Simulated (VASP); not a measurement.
# KI (R-3m) in VASP: notebook

KI is run at these levels: PBE, r2SCAN; tasks: single point.

All numbers are computed with VASP 6.6.1; they aren't measurements. Logs are shortened: lines on timing, memory, paths and dates and some standing lists are left out, and cuts for length are marked.

## 1. The cell of the first run

The structure is trigonal, space group R-3m (No. 166). Conventional cell: a = 5.012 Å, b = 5.012 Å, c = 12.889 Å, α = 90.00°, β = 90.00°, γ = 120.00°. K (site symmetry -3m) has 6 I at 3.60 Å within 4.7 Å. I (site symmetry -3m) has 6 K at 3.60 Å within 4.7 Å.

## 2. Single point, PBE (strain along [111] +5.0%)

The input, INCAR:

```
SYSTEM = KI
PREC     = Accurate       ! precision mode
ENCUT    = 520            ! plane-wave cutoff, eV
EDIFF    = 1E-6           ! SCF threshold, eV
ISMEAR   = -1             ! smearing method
SIGMA    = 0.02           ! smearing width, eV
LREAL    = .False.        ! projectors in reciprocal space
LASPH    = .True.         ! aspherical terms in the spheres
NELM     = 60             ! most SCF steps
ALGO     = Normal         ! electronic algorithm
ISIF     = 2              ! what is computed and relaxed
LWAVE    = .False.        ! write WAVECAR
LCHARG   = .False.        ! write CHGCAR
GGA      = PE             ! functional
NBANDS   = 15             ! bands
```

The input, KPOINTS:

```
regular mesh
0
Gamma
  6 6 6
  0 0 0
```

The input, POSCAR:

```
KI
1.0
    0.1176702036      3.6619534435      3.6619534435
    3.6619534435      0.1176702036      3.6619534435
    3.6619534435      3.6619534435      0.1176702036
K I
1 1
Direct
    0.0000000000      0.0000000000      0.0000000000
    0.5000000000      0.5000000000      0.5000000000
```

Potentials or basis: VASP PAW PBE potentials, release 64 (K_sv, I).

On the command line:

```sh
$ cat potpaw_PBE.64/K_sv/POTCAR potpaw_PBE.64/I/POTCAR > POTCAR
$ mpirun -np 1 vasp_std > vasp.out
```

OUTCAR:

```text
SYSTEM = KI
   PREC = Accurate
   ENCUT = 520
   EDIFF = 1E-6
   ISMEAR = -1
   LREAL = .False.
   LASPH = .True.
   NELM = 60
   ISIF = 2
   GGA = PE

 ion  position               nearest neighbor table
   1  0.000  0.000  0.000-   2 3.60   2 3.60   2 3.60   2 3.60   2 3.60   2 3.60
   2  0.500  0.500  0.500-   1 3.60   1 3.60   1 3.60   1 3.60   1 3.60   1 3.60

  LATTYP: Found a trigonal (rhomboedric) cell.
 ALAT       =     5.1801208790
 COS(alpha) =     0.5318585955

  Lattice vectors:

 A1 = (   0.1176702036,   3.6619534435,   3.6619534435)
 A2 = (   3.6619534435,   0.1176702036,   3.6619534435)
 A3 = (   3.6619534435,   3.6619534435,   0.1176702036)

Analysis of symmetry for initial positions (statically):
=====================================================================
 Subroutine PRICEL returns:
 Original cell was already a primitive cell.

 Routine SETGRP: Setting up the symmetry group for a
 trigonal (rhombohedral) supercell.

 Subroutine GETGRP returns: Found 12 space group operations
 (whereof 12 operations were pure point group operations)
 out of a pool of 12 trial point group operations.

The static configuration has the point symmetry D_3d.

Analysis of symmetry for dynamics (positions and initial velocities):
=====================================================================
 Subroutine PRICEL returns:
 Original cell was already a primitive cell.

 Routine SETGRP: Setting up the symmetry group for a
 trigonal (rhombohedral) supercell.

 Subroutine GETGRP returns: Found 12 space group operations
 (whereof 12 operations were pure point group operations)
 out of a pool of 12 trial point group operations.

The dynamic configuration has the point symmetry D_3d.

 Subroutine INISYM returns: Found 12 space group operations
 (whereof 12 operations are pure point group operations),
 and found     1 'primitive' translations

----------------------------------------------------------------------------------------

                                     Primitive cell

  volume of cell :      93.4807

  direct lattice vectors                    reciprocal lattice vectors
     0.117670204  3.661953443  3.661953443    -0.143302957  0.138841537  0.138841537
     3.661953443  0.117670204  3.661953443     0.138841537 -0.143302957  0.138841537
     3.661953443  3.661953443  0.117670204     0.138841537  0.138841537 -0.143302957

  length of vectors
     5.180120879  5.180120879  5.180120879     0.243083694  0.243083694  0.243083694

  position of ions in fractional coordinates (direct lattice)
     0.000000000  0.000000000  0.000000000
     0.500000000  0.500000000  0.500000000

  ion indices of the primitive-cell ions
   primitive index   ion index
                 1           1
                 2           2

----------------------------------------------------------------------------------------

 KPOINTS: regular mesh

Automatic generation of k-mesh.
 Grid dimensions read from file:
 generate k-points for:    6    6    6

 Generating k-lattice:

  Cartesian coordinates                     Fractional coordinates (reciprocal lattice)
    -0.023883826  0.023140256  0.023140256     0.166666667  0.000000000  0.000000000
     0.023140256 -0.023883826  0.023140256     0.000000000  0.166666667  0.000000000
     0.023140256  0.023140256 -0.023883826     0.000000000  0.000000000  0.166666667

  Length of vectors
     0.040513949  0.040513949  0.040513949

  Shift w.r.t. Gamma in fractional coordinates (k-lattice)
     0.000000000  0.000000000  0.000000000

 Subroutine IBZKPT returns following result:
 ===========================================

 Found     32 irreducible k-points:

 Following reciprocal coordinates:
            Coordinates               Weight
  0.000000  0.000000  0.000000      1.000000
  0.166667 -0.000000 -0.000000      6.000000
  0.333333 -0.000000 -0.000000      6.000000
  0.500000  0.000000  0.000000      3.000000
  0.166667  0.166667 -0.000000      6.000000
  0.333333  0.166667 -0.000000     12.000000
[... 16 lines left out ...]
  0.500000  0.500000  0.166667      6.000000
 -0.333333  0.500000  0.166667     12.000000
 [... further k-points ...]
   k-points           NKPTS =     32   k-points in BZ     NKDIM =     32   number of bands    NBANDS=     15
   number of dos      NEDOS =    301   number of ions     NIONS =      2
   total plane-waves  NPLWV =  64000
   dimension x,y,z NGX =    40 NGY =   40 NGZ =   40
   dimension x,y,z NGXF=    80 NGYF=   80 NGZF=   80
   ions per type =               1   1
   NGX,Y,Z   is equivalent  to a cutoff of  12.84, 12.84, 12.84 a.u.
   NGXF,Y,Z  is equivalent  to a cutoff of  25.67, 25.67, 25.67 a.u.
 SYSTEM =  KI
   PREC   = accura    normal or accurate (medium, high low for compatibility)
   ISTART =      0    job   : 0-new  1-cont  2-samecut
   ICHARG =      2    charge: 1-file 2-atom 10-const
   ISPIN  =      1    spin polarized calculation?
   LNONCOLLINEAR =      F non collinear calculations
   LSORBIT =      F    spin-orbit coupling
   LASPH  =      T    aspherical Exc in radial PAW
   ENCUT  =  520.0 eV  38.22 Ry    6.18 a.u.   9.63  9.63  9.63*2*pi/ulx,y,z
   NELM   =     60;   NELMIN=  2; NELMDL= -5     # of ELM steps
   EDIFF  = 0.1E-05   stopping-criterion for ELM
   LREAL  =      F    real-space projection
   EDIFFG = 0.1E-04   stopping-criterion for IOM
   NSW    =      0    number of steps for IOM
   IBRION =     -1    ionic relax: 0-MD 1-quasi-New 2-CG
   NFREE  =      0    steps in history (QN), initial steepest desc. (CG)
   ISIF   =      2    stress and relaxation
   ISYM   =      2    0-nonsym 1-usesym 2-fastsym
   POTIM  = 0.5000    time-step for ionic-motion
   TEBEG  =    0.0;   TEEND  =   0.0 temperature during run
   PSTRESS=    0.0 pullay stress
   NELECT =      16.0000    total number of electrons
   NUPDOWN=      -1.0000    fix difference up-down
   EMIN   =  10.00;   EMAX   =-10.00  energy-range for DOS
   EFERMI =   0.00;   METHOD = LEGACY
   ISMEAR =    -1;   SIGMA  =   0.02  broadening in eV -4-tet -1-fermi 0-gaus
   EFERMI_NEDOS =   21; number of points for ismear=-14 and -15
   IALGO  =     38    algorithm
   IMIX   =      4    mixing-type and parameters
     AMIX     =   0.40;   BMIX     =  1.00
     AMIX_MAG =   1.60;   BMIX_MAG =  1.00
  volume/ion in A,a.u.               =      46.74       315.42
  Fermi-wavevector in a.u.,A,eV,Ry     =   0.908952  1.717670 11.241045  0.826193
  Thomas-Fermi vector in A             =   2.032939
   LORBIT       =      0    0 simple, 1 ext, 2 COOP (PROOUT), +10 PAW based schemes
   GGA     = PE    functional components
   LHFCALC =     F    Hartree Fock is set to
   AEXX    =    0.0000 exact exchange contribution
   IVDW    =     0    specifies the selected vdW correction
   LEPSILON=     F    determine dielectric tensor
   LRPA    =     F    only Hartree local field effects (RPA)
 non-spin polarized calculation
  energy-cutoff  :      520.00
  volume of cell :       93.48
 maximum number of plane-waves:      2535
 NGX is ok and might be reduce to    40
   NGX = 19   NGY = 19   NGZ = 19

 number of electron      15.9999999 magnetization

 Free energy of the ion-electron system (eV)
  ---------------------------------------------------
  ext. energy  EPLUGINS =         0.00000000
  ---------------------------------------------------
  free energy    TOTEN  =        -5.56139163 eV

  energy without entropy =       -5.56139163  energy(sigma->0) =       -5.56139163

 E-fermi :  -0.2265     XC(G=0):  -6.9531

 val. band max:       -0.6584674386   @ k =   0.0000   0.0000   0.0000
 cond. band min:       3.1187780814   @ k =   0.0000   0.0000   0.0000
 fundamental gap:      3.7772455200
 Fermi energy:        -0.2265470500

 k-point     1 :       0.0000    0.0000    0.0000
  band No.  band energies     occupation
      1     -29.3212      2.00000
      2     -12.8037      2.00000
      3     -12.8037      2.00000
      4     -12.7966      2.00000
      5     -11.1217      2.00000
      6      -0.7824      2.00000
      7      -0.6585      2.00000
      8      -0.6585      2.00000
      9       3.1188      0.00000
     10       5.6015      0.00000
     11       5.9232      0.00000
     12       5.9232      0.00000
     13       6.4975      0.00000
     14       6.4975      0.00000
     15       9.0135      0.00000

 k-point     2 :       0.1667   -0.0000   -0.0000
  band No.  band energies     occupation
      1     -29.3208      2.00000
      2     -12.8306      2.00000
      3     -12.8047      2.00000
      4     -12.7974      2.00000
      5     -11.0672      2.00000
      6      -1.0584      2.00000
      7      -0.8449      2.00000
      8      -0.7416      2.00000
      9       3.7128      0.00000
     10       5.7547      0.00000
     11       5.9297      0.00000
     12       6.1975      0.00000
     13       6.7587      0.00000
     14       6.8061      0.00000
     15       9.8778      0.00000

 k-point     3 :       0.3333   -0.0000   -0.0000
  band No.  band energies     occupation
      1     -29.3200      2.00000
      2     -12.8815      2.00000
      3     -12.8065      2.00000
      4     -12.7980      2.00000
      5     -10.9608      2.00000
      6      -1.6446      2.00000
      7      -0.9925      2.00000
      8      -0.8963      2.00000
      9       4.5286      0.00000
     10       6.1918      0.00000
     11       6.6055      0.00000
     12       6.8448      0.00000
     13       7.4649      0.00000
     14       7.6404      0.00000
     15       8.7412      0.00000

 k-point     4 :       0.5000    0.0000    0.0000
  band No.  band energies     occupation
      1     -29.3196      2.00000
      2     -12.9052      2.00000
      3     -12.8074      2.00000
      4     -12.7983      2.00000
      5     -10.9086      2.00000
      6      -1.8890      2.00000
      7      -1.0606      2.00000
      8      -0.9687      2.00000
      9       4.7393      0.00000
     10       6.8261      0.00000
     11       7.1415      0.00000
     12       7.4113      0.00000
     13       7.8221      0.00000
     14       8.0600      0.00000
     15       8.3093      0.00000
[... 307 lines left out ...]
 k-point    22 :      -0.1667    0.3333    0.1667
  band No.  band energies     occupation
      1     -29.3195      2.00000
      2     -12.8650      2.00000
      3     -12.8186      2.00000
      4     -12.8030      2.00000
      5     -10.9601      2.00000
      6      -1.6056      2.00000
      7      -1.1232      2.00000
      8      -1.0526      2.00000
      9       5.1537      0.00000
     10       5.3981      0.00000
     11       6.3836      0.00000
     12       7.5274      0.00000
     13       7.6806      0.00000
     14       8.0504      0.00000
     15       9.0612      0.00000

 k-point    23 :       0.5000    0.5000    0.1667
  band No.  band energies     occupation
      1     -29.3194      2.00000
      2     -12.8392      2.00000
      3     -12.8250      2.00000
      4     -12.8142      2.00000
      5     -10.9793      2.00000
      6      -1.5714      2.00000
      7      -1.2073      2.00000
      8      -0.9648      2.00000
      9       4.7048      0.00000
     10       5.3112      0.00000
     11       6.9330      0.00000
     12       7.4396      0.00000
     13       7.9059      0.00000
     14       8.4372      0.00000
     15       8.8568      0.00000

 k-point    24 :      -0.3333    0.5000    0.1667
  band No.  band energies     occupation
      1     -29.3192      2.00000
      2     -12.8357      2.00000
      3     -12.8299      2.00000
      4     -12.8170      2.00000
      5     -10.9697      2.00000
      6      -1.4959      2.00000
      7      -1.2362      2.00000
      8      -1.1606      2.00000
      9       4.9786      0.00000
     10       5.5362      0.00000
     11       6.5758      0.00000
     12       7.4104      0.00000
     13       7.7157      0.00000
     14       8.7879      0.00000
     15       9.1200      0.00000

 [... further k-points ...]

------------------------ aborting loop because EDIFF is reached ----------------------------------------

  FORCE on cell =-STRESS in cart. coord.  units (eV):
  Direction    XX          YY          ZZ          XY          YZ          ZX
  --------------------------------------------------------------------------------------
  -------------------------------------------------------------------------------------
  Total       -0.0468736     -0.0468736     -0.0468736     -0.0779193     -0.0779193     -0.0779193
  in kB       -0.8033729     -0.8033729     -0.8033729     -1.3354684     -1.3354684     -1.3354684
  external PRESSURE =      -0.8033729 kB  Pullay stress =       0.0000000 kB

 VOLUME and BASIS-vectors are now :
 -----------------------------------------------------------------------------
  energy-cutoff  :      520.00
  volume of cell :       93.48
      direct lattice vectors                 reciprocal lattice vectors
     0.117670204  3.661953443  3.661953443    -0.143302957  0.138841537  0.138841537
     3.661953443  0.117670204  3.661953443     0.138841537 -0.143302957  0.138841537
     3.661953443  3.661953443  0.117670204     0.138841537  0.138841537 -0.143302957

 POSITION                                       TOTAL-FORCE (eV/Angst)
 -----------------------------------------------------------------------------------
      0.00000      0.00000      0.00000         0.000000     -0.000000      0.000000
      3.72079      3.72079      3.72079        -0.000000      0.000000     -0.000000
 -----------------------------------------------------------------------------------
    total drift:                                0.000000     -0.000000     -0.000000

  FREE ENERGIE OF THE ION-ELECTRON SYSTEM (eV)
  ---------------------------------------------------
  free  energy   TOTEN  =        -5.5613916303 eV

  energy  without entropy=       -5.5613916303  energy(sigma->0) =       -5.56139163
```

Wall time 17 s (1 thread of Intel Xeon 6975P-C (Granite Rapids), shared host); peak memory 0.26 GiB.

What came out:

```yaml
Free_energy: -5.5614 eV
Pressure: -0.1 GPa
Band_gap_on_the_k_mesh: 3.78 eV
```

Caveat: the cell differs from its parent crystal (strain along [111] +5.0%); spin-orbit coupling is left out, which moves the levels of the heavy elements.

## 3. Single point, r2SCAN (strain along [111] +5.0%)

POSCAR is that of step 2.

The input, INCAR.step1:

```
SYSTEM = KI
PREC = Accurate
ENCUT = 520
ISMEAR = 0
SIGMA = 0.01
LREAL = .FALSE.
LASPH = .TRUE.
NELM = 60
NBANDS = 15
GGA = PE
ALGO = Normal
EDIFF = 1E-4
LWAVE = .TRUE.
LCHARG = .FALSE.
```

The input, INCAR.step2:

```
SYSTEM = KI
PREC = Accurate
ENCUT = 520
EDIFF = 1E-6
ISMEAR = 0
SIGMA = 0.01
LREAL = .FALSE.
LASPH = .TRUE.
NELM = 60
ALGO = Normal
ISIF = 2
LWAVE = .FALSE.
LCHARG = .FALSE.
METAGGA = R2SCAN
LMIXTAU = .TRUE.
NBANDS = 15
ISTART = 1
```

The input, KPOINTS:

```
regular mesh
0
G
  6 6 6
  0 0 0
```

Potentials or basis: VASP PAW PBE potentials, release 64 (K_sv, I).

On the command line:

```sh
$ cat potpaw_PBE.64/K_sv/POTCAR potpaw_PBE.64/I/POTCAR > POTCAR
$ cp INCAR.step1 INCAR
$ mpirun -np 1 vasp_std > vasp.out
$ cp INCAR.step2 INCAR
$ mpirun -np 1 vasp_std > vasp.out
```

OUTCAR:

```text
SYSTEM = KI
   PREC = Accurate
   ENCUT = 520
   EDIFF = 1E-6
   ISMEAR = 0
   LREAL = .FALSE.
   LASPH = .TRUE.
   NELM = 60
   ISIF = 2
   METAGGA = R2SCAN
   ISTART = 1

 ion  position               nearest neighbor table
   1  0.000  0.000  0.000-   2 3.60   2 3.60   2 3.60   2 3.60   2 3.60   2 3.60
   2  0.500  0.500  0.500-   1 3.60   1 3.60   1 3.60   1 3.60   1 3.60   1 3.60

  LATTYP: Found a trigonal (rhomboedric) cell.
 ALAT       =     5.1801208790
 COS(alpha) =     0.5318585955

  Lattice vectors:
[... 622 lines left out ...]

  FORCE on cell =-STRESS in cart. coord.  units (eV):
  Direction    XX          YY          ZZ          XY          YZ          ZX
  --------------------------------------------------------------------------------------
  -------------------------------------------------------------------------------------
  Total       -0.3114853     -0.3114853     -0.3114853     -0.0833655     -0.0833655     -0.0833655
  in kB       -5.3385863     -5.3385863     -5.3385863     -1.4288120     -1.4288120     -1.4288120
  external PRESSURE =      -5.3385863 kB  Pullay stress =       0.0000000 kB

 VOLUME and BASIS-vectors are now :
 -----------------------------------------------------------------------------
  energy-cutoff  :      520.00
  volume of cell :       93.48
      direct lattice vectors                 reciprocal lattice vectors
     0.117670204  3.661953443  3.661953443    -0.143302957  0.138841537  0.138841537
     3.661953443  0.117670204  3.661953443     0.138841537 -0.143302957  0.138841537
     3.661953443  3.661953443  0.117670204     0.138841537  0.138841537 -0.143302957

 POSITION                                       TOTAL-FORCE (eV/Angst)
 -----------------------------------------------------------------------------------
      0.00000      0.00000      0.00000        -0.000000      0.000000      0.000000
      3.72079      3.72079      3.72079         0.000000     -0.000000     -0.000000
 -----------------------------------------------------------------------------------
    total drift:                                0.000000     -0.000000     -0.000000

  FREE ENERGIE OF THE ION-ELECTRON SYSTEM (eV)
  ---------------------------------------------------
  free  energy   TOTEN  =       -33.9737572879 eV

  energy  without entropy=      -33.9737572879  energy(sigma->0) =      -33.97375729
```

OSZICAR.step1:

```text
N       E                     dE             d eps       ncg     rms          rms(c)
DAV:   1     0.891947934499E+02    0.89195E+02   -0.63143E+03   960   0.891E+02
DAV:   2     0.204434405326E+00   -0.88990E+02   -0.82239E+02  1205   0.211E+02
DAV:   3    -0.535822498256E+01   -0.55627E+01   -0.55397E+01  1348   0.458E+01
DAV:   4    -0.565246168229E+01   -0.29424E+00   -0.29414E+00  1612   0.921E+00
DAV:   5    -0.565424093270E+01   -0.17793E-02   -0.17792E-02  1333   0.726E-01    0.273E+00
DAV:   6    -0.556092819396E+01    0.93313E-01   -0.10438E-01  1261   0.177E+00    0.197E+00
DAV:   7    -0.555457310799E+01    0.63551E-02   -0.11685E-01  1310   0.165E+00    0.780E-01
DAV:   8    -0.556066581708E+01   -0.60927E-02   -0.12213E-02  1059   0.696E-01    0.127E-01
DAV:   9    -0.556124306596E+01   -0.57725E-03   -0.12058E-03  1338   0.193E-01    0.820E-02
DAV:  10    -0.556133458965E+01   -0.91524E-04   -0.11467E-04  1032   0.578E-02
   1 F= -.55613346E+01 E0= -.55613346E+01  d E =-.780225E-16
```

Wall time 76 s (1 thread of Intel Xeon 6975P-C (Granite Rapids), shared host); peak memory 0.27 GiB.

Results:

* Free energy: -33.9738 eV
* Pressure: -0.5 GPa
* Band gap on the k mesh: 4.41 eV

Stress tensor (GPa, compression positive):
```
-0.53 -0.14 -0.14
-0.14 -0.53 -0.14
-0.14 -0.14 -0.53
```

Levels at points of the mesh, in eV from the valence-band top:
```
           k point  band 6  band 7  band 8  band 9  band 10  band 11
(0.00, 0.00, 0.00)   -0.13    0.00    0.00    4.41     6.81     7.15
(0.50, 0.00, 0.00)   -1.23   -0.41   -0.31    5.89     8.11     8.42
(0.50, 0.50, 0.00)   -0.98   -0.44   -0.33    5.41     6.31     8.71
(0.50, 0.50, 0.50)   -1.26   -0.25   -0.25    5.97     7.94     8.76
```

Caveat: the cell differs from its parent crystal (strain along [111] +5.0%); the PAW data sets were made with another functional, which shifts forces and pressure a little; spin-orbit coupling is left out, which moves the levels of the heavy elements.
